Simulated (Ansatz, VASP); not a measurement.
Two plane-wave programs on MgCd2S3

```
CELL_PARAMETERS angstrom
4.14860 0.00000 0.00000
-2.07430 3.59279 0.00000
0.00000 0.00000 20.16663
ATOMIC_POSITIONS crystal
Mg 0.00000 0.00000 0.50220
Mg 0.00000 0.00000 0.83133
Cd 0.66667 0.33333 0.99755
Cd 0.66667 0.33333 0.33950
Cd 0.66667 0.33333 0.66871
Cd 0.00000 0.00000 0.16831
S 0.66667 0.33333 0.12495
S 0.66667 0.33333 0.46688
S 0.66667 0.33333 0.79600
S 0.00000 0.00000 0.29578
S 0.00000 0.00000 0.62483
S 0.00000 0.00000 0.95396
```

Alike in both runs: task single point; functional PBE; k mesh 6 × 6 × 1; occupations gaussian, width 0.1 eV; no spin polarisation.

|  | VASP | Ansatz |
| --- | --- | --- |
| version | VASP 6.6.1 | Ansatz 0.2.0 |
| potentials or method | VASP PAW PBE potentials, release 64 (Mg, Cd, S), cutoff 520 eV | scalar-relativistic, plane waves, PAW |
| valence electrons in the cell | 88 | 136 |

Ansatz gave:

```
gap on the k mesh at the Fermi level (eV) : 1.53
least direct gap on the mesh (eV)         : 1.53
pressure (GPa)                            : 0.0
rms of the force components (eV/Å)        : 0.003
```

Question: Which values does VASP return?

Answer: gap on the k mesh at the Fermi level (eV): 1.53; least direct gap on the mesh (eV): 1.53; pressure (GPa): 0.2; rms of the force components (eV/Å): 0.015.

Atom by atom the forces differ by 0.013 eV/Å (rms over components). VASP's potentials hold 88 valence electrons a cell and Ansatz's 136, so a difference there can come from the potentials and not from the codes.
